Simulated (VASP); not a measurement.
# Tl (I4/mmm) in VASP: further runs

Tl is run at these levels: LDA; tasks: single point.

All numbers are computed with VASP 6.6.1; they aren't measurements. Logs are shortened: lines on timing, memory, paths and dates and some standing lists are left out, and cuts for length are marked.

## (1) The cell of the first run

Symmetry: I4/mmm, No. 139, tetragonal system. The conventional cell has a = 3.488 Å, b = 3.488 Å, c = 4.785 Å, α = 90.00°, β = 90.00°, γ = 90.00°. Within 4.5 Å of Tl (site symmetry 4/mmm) lie 12 Tl at 3.44 to 3.49 Å.

## (2) Single point, LDA (strain -0.0300 x Voigt [0, 1, 0, 0, 0, 0])

INCAR reads:

```
ALGO = Normal
EDIFF = 1E-6
ENCUT = 520
ISIF = 2
ISMEAR = 0
LASPH = T
LCHARG = F
LREAL = F
LWAVE = F
NBANDS = 12
NELM = 80
PREC = Accurate
SIGMA = 0.15
```

KPOINTS reads:

```
k-points
0
Gamma
  16 16 16
```

POSCAR reads:

```
Tl
1.0
    0.0000000000      2.3923509960      2.4663412330
    2.4663412330      0.0000000000      2.4663412330
    2.4663412330      2.3923509960      0.0000000000
Tl
1
Direct
    0.0000000000      0.0000000000      0.0000000000
```

Potentials or basis: VASP PAW LDA potentials, release 64 (Tl_d).

The run is started by

```bash
$ cat potpaw_LDA.64/Tl_d/POTCAR > POTCAR
$ mpirun -np 1 vasp_std > vasp.out
```

OUTCAR:

```text
EDIFF = 1E-6
   ENCUT = 520
   ISIF = 2
   ISMEAR = 0
   LASPH = T
   LREAL = F
   NELM = 80
   PREC = Accurate

 ion  position               nearest neighbor table
   1  0.000  0.000  0.000-

  LATTYP: Found a body centered tetragonal cell.
 ALAT       =     3.4879332211
 C/A-ratio  =     1.3717871555

  Lattice vectors:

 A1 = (   0.0000000000,  -2.3923509960,   2.4663412330)
 A2 = (   0.0000000000,  -2.3923509960,  -2.4663412330)
 A3 = (   2.4663412330,   2.3923509960,   0.0000000000)

Analysis of symmetry for initial positions (statically):
=====================================================================
 Subroutine PRICEL returns:
 Original cell was already a primitive cell.

 Routine SETGRP: Setting up the symmetry group for a
 body centered tetragonal supercell.

 Subroutine GETGRP returns: Found 16 space group operations
 (whereof 16 operations were pure point group operations)
 out of a pool of 16 trial point group operations.

The static configuration has the point symmetry D_4h.

Analysis of symmetry for dynamics (positions and initial velocities):
=====================================================================
 Subroutine PRICEL returns:
 Original cell was already a primitive cell.

 Routine SETGRP: Setting up the symmetry group for a
 body centered tetragonal supercell.

 Subroutine GETGRP returns: Found 16 space group operations
 (whereof 16 operations were pure point group operations)
 out of a pool of 16 trial point group operations.

The dynamic configuration has the point symmetry D_4h.

 Subroutine INISYM returns: Found 16 space group operations
 (whereof 16 operations are pure point group operations),
 and found     1 'primitive' translations

----------------------------------------------------------------------------------------

                                     Primitive cell

  volume of cell :      29.1046

  direct lattice vectors                    reciprocal lattice vectors
     0.000000000  2.392350996  2.466341233    -0.202729449  0.208999432  0.202729449
     2.466341233  0.000000000  2.466341233     0.202729449 -0.208999432  0.202729449
     2.466341233  2.392350996  0.000000000     0.202729449  0.208999432 -0.202729449

  length of vectors
     3.436012568  3.487933221  3.436012568     0.354794619  0.354794619  0.354794619

  position of ions in fractional coordinates (direct lattice)
     0.000000000  0.000000000  0.000000000

  ion indices of the primitive-cell ions
   primitive index   ion index
                 1           1

----------------------------------------------------------------------------------------

 KPOINTS: k-points

Automatic generation of k-mesh.
 Grid dimensions read from file:
 generate k-points for:   16   16   16

 Generating k-lattice:

  Cartesian coordinates                     Fractional coordinates (reciprocal lattice)
    -0.012670591  0.013062465  0.012670591     0.062500000  0.000000000  0.000000000
     0.012670591 -0.013062465  0.012670591     0.000000000  0.062500000  0.000000000
     0.012670591  0.013062465 -0.012670591     0.000000000  0.000000000  0.062500000

  Length of vectors
     0.022174664  0.022174664  0.022174664

  Shift w.r.t. Gamma in fractional coordinates (k-lattice)
     0.000000000  0.000000000  0.000000000

 Subroutine IBZKPT returns following result:
 ===========================================

 Found    349 irreducible k-points:

 Following reciprocal coordinates:
            Coordinates               Weight
  0.000000  0.000000  0.000000      1.000000
  0.062500  0.000000  0.000000      8.000000
  0.125000  0.000000  0.000000      8.000000
  0.187500  0.000000  0.000000      8.000000
  0.250000  0.000000  0.000000      8.000000
  0.312500  0.000000  0.000000      8.000000
[... 16 lines left out ...]
 -0.125000  0.062500 -0.000000     16.000000
 -0.062500  0.062500  0.000000      8.000000
 [... further k-points ...]
   k-points           NKPTS =    349   k-points in BZ     NKDIM =    349   number of bands    NBANDS=     12
   number of dos      NEDOS =    301   number of ions     NIONS =      1
   total plane-waves  NPLWV =  21952
   dimension x,y,z NGX =    28 NGY =   28 NGZ =   28
   dimension x,y,z NGXF=    56 NGYF=   56 NGZF=   56
   ions per type =               1
   NGX,Y,Z   is equivalent  to a cutoff of  13.55, 13.35, 13.55 a.u.
   NGXF,Y,Z  is equivalent  to a cutoff of  27.09, 26.69, 27.09 a.u.
 SYSTEM =  unknown system
   PREC   = accura    normal or accurate (medium, high low for compatibility)
   ISTART =      0    job   : 0-new  1-cont  2-samecut
   ICHARG =      2    charge: 1-file 2-atom 10-const
   ISPIN  =      1    spin polarized calculation?
   LNONCOLLINEAR =      F non collinear calculations
   LSORBIT =      F    spin-orbit coupling
   LASPH  =      T    aspherical Exc in radial PAW
   ENCUT  =  520.0 eV  38.22 Ry    6.18 a.u.   6.39  6.49  6.39*2*pi/ulx,y,z
   NELM   =     80;   NELMIN=  2; NELMDL= -5     # of ELM steps
   EDIFF  = 0.1E-05   stopping-criterion for ELM
   LREAL  =      F    real-space projection
   EDIFFG = 0.1E-04   stopping-criterion for IOM
   NSW    =      0    number of steps for IOM
   IBRION =     -1    ionic relax: 0-MD 1-quasi-New 2-CG
   NFREE  =      0    steps in history (QN), initial steepest desc. (CG)
   ISIF   =      2    stress and relaxation
   ISYM   =      2    0-nonsym 1-usesym 2-fastsym
   POTIM  = 0.5000    time-step for ionic-motion
   TEBEG  =    0.0;   TEEND  =   0.0 temperature during run
   PSTRESS=    0.0 pullay stress
   NELECT =      13.0000    total number of electrons
   NUPDOWN=      -1.0000    fix difference up-down
   EMIN   =  10.00;   EMAX   =-10.00  energy-range for DOS
   EFERMI =   0.00;   METHOD = LEGACY
   ISMEAR =     0;   SIGMA  =   0.15  broadening in eV -4-tet -1-fermi 0-gaus
   EFERMI_NEDOS =   21; number of points for ismear=-14 and -15
   IALGO  =     38    algorithm
   IMIX   =      4    mixing-type and parameters
     AMIX     =   0.40;   BMIX     =  1.00
     AMIX_MAG =   1.60;   BMIX_MAG =  1.00
  volume/ion in A,a.u.               =      29.10       196.41
  Fermi-wavevector in a.u.,A,eV,Ry     =   1.251417  2.364836 21.307345  1.566046
  Thomas-Fermi vector in A             =   2.385366
   LORBIT       =      0    0 simple, 1 ext, 2 COOP (PROOUT), +10 PAW based schemes
   GGA     = CA    functional components
   LHFCALC =     F    Hartree Fock is set to
   AEXX    =    0.0000 exact exchange contribution
   IVDW    =     0    specifies the selected vdW correction
   LEPSILON=     F    determine dielectric tensor
   LRPA    =     F    only Hartree local field effects (RPA)
 non-spin polarized calculation
 Gauss-broadening in eV      SIGMA  =   0.15
  energy-cutoff  :      520.00
  volume of cell :       29.10
 maximum number of plane-waves:       813
 NGX is ok and might be reduce to    28
   NGX = 13   NGY = 13   NGZ = 13

 number of electron      12.9999998 magnetization

 Free energy of the ion-electron system (eV)
  ---------------------------------------------------
  ext. energy  EPLUGINS =         0.00000000
  ---------------------------------------------------
  free energy    TOTEN  =        -2.90859595 eV

  energy without entropy =       -2.90175319  energy(sigma->0) =       -2.90517457

 E-fermi :   6.0544     XC(G=0): -10.4179

 val. band max:        6.0503442644   @ k =  -0.3125   0.3125  -0.0000
 cond. band min:       6.0660259499   @ k =   0.4375  -0.2500   0.2500
 fundamental gap:      0.0156816855
 Fermi energy:         6.0543868214

 k-point     1 :       0.0000    0.0000    0.0000
  band No.  band energies     occupation
      1      -5.4525      2.00000
      2      -5.4525      2.00000
      3      -5.3908      2.00000
      4      -5.1931      2.00000
      5      -5.1344      2.00000
      6      -3.8457      2.00000
      7      16.1234      0.00000
      8      16.2025      0.00000
      9      16.2025      0.00000
     10      17.0681      0.00000
     11      20.3518      0.00000
     12      21.0165      0.00000

 k-point     2 :       0.0625    0.0000    0.0000
  band No.  band energies     occupation
      1      -5.4506      2.00000
      2      -5.4418      2.00000
      3      -5.3855      2.00000
      4      -5.1937      2.00000
      5      -5.1371      2.00000
      6      -3.7633      2.00000
      7      15.1560      0.00000
      8      16.0725      0.00000
      9      16.0945      0.00000
     10      17.0109      0.00000
     11      20.6092      0.00000
     12      21.1820      0.00000

 k-point     3 :       0.1250    0.0000    0.0000
  band No.  band energies     occupation
      1      -5.4546      2.00000
      2      -5.4164      2.00000
      3      -5.3682      2.00000
      4      -5.1902      2.00000
      5      -5.1410      2.00000
      6      -3.5114      2.00000
      7      13.1964      0.00000
      8      15.8031      0.00000
      9      15.8545      0.00000
     10      16.9791      0.00000
     11      20.5447      0.00000
     12      21.2809      0.00000
[... 286 lines left out ...]
 k-point    23 :      -0.1250    0.0625   -0.0000
  band No.  band energies     occupation
      1      -5.4568      2.00000
      2      -5.3962      2.00000
      3      -5.3605      2.00000
      4      -5.1879      2.00000
      5      -5.1427      2.00000
      6      -3.3079      2.00000
      7      12.4596      0.00000
      8      14.3040      0.00000
      9      16.3428      0.00000
     10      17.3597      0.00000
     11      19.8547      0.00000
     12      20.9883      0.00000

 k-point    24 :      -0.0625    0.0625    0.0000
  band No.  band energies     occupation
      1      -5.4499      2.00000
      2      -5.4191      2.00000
      3      -5.3826      2.00000
      4      -5.1905      2.00000
      5      -5.1440      2.00000
      6      -3.6220      2.00000
      7      14.2807      0.00000
      8      15.0151      0.00000
      9      16.3370      0.00000
     10      17.1497      0.00000
     11      20.4185      0.00000
     12      21.0881      0.00000

 [... further k-points ...]
[... 5 lines left out ...]
  --------------------------------------------------------------------------------------
  -------------------------------------------------------------------------------------
  Total       -0.4850814     -0.4445659     -0.4850814      0.0000000     -0.0000000      0.0000000
  in kB      -26.7032391    -24.4729062    -26.7032391      0.0000000     -0.0000000      0.0000000
  external PRESSURE =     -25.9597948 kB  Pullay stress =       0.0000000 kB

 VOLUME and BASIS-vectors are now :
 -----------------------------------------------------------------------------
  energy-cutoff  :      520.00
  volume of cell :       29.10
      direct lattice vectors                 reciprocal lattice vectors
     0.000000000  2.392350996  2.466341233    -0.202729449  0.208999432  0.202729449
     2.466341233  0.000000000  2.466341233     0.202729449 -0.208999432  0.202729449
     2.466341233  2.392350996  0.000000000     0.202729449  0.208999432 -0.202729449

 POSITION                                       TOTAL-FORCE (eV/Angst)
 -----------------------------------------------------------------------------------
      0.00000      0.00000      0.00000         0.000000      0.000000      0.000000
 -----------------------------------------------------------------------------------
    total drift:                               -0.000000     -0.000000     -0.000000

  FREE ENERGIE OF THE ION-ELECTRON SYSTEM (eV)
  ---------------------------------------------------
  free  energy   TOTEN  =        -2.9085959529 eV

  energy  without entropy=       -2.9017531892  energy(sigma->0) =       -2.90517457
```

It took 48 s on 1 thread of Intel Xeon Platinum 8488C (Sapphire Rapids), shared host; peak memory 0.23 GiB.

What came out:

- Free energy: -2.9086 eV
- Pressure: -2.6 GPa

Caveat: the cell differs from its parent crystal (strain -0.0300 x Voigt [0, 1, 0, 0, 0, 0]); spin-orbit coupling is left out, which moves the levels of the heavy elements.

(Continued in part 2 of 3.)
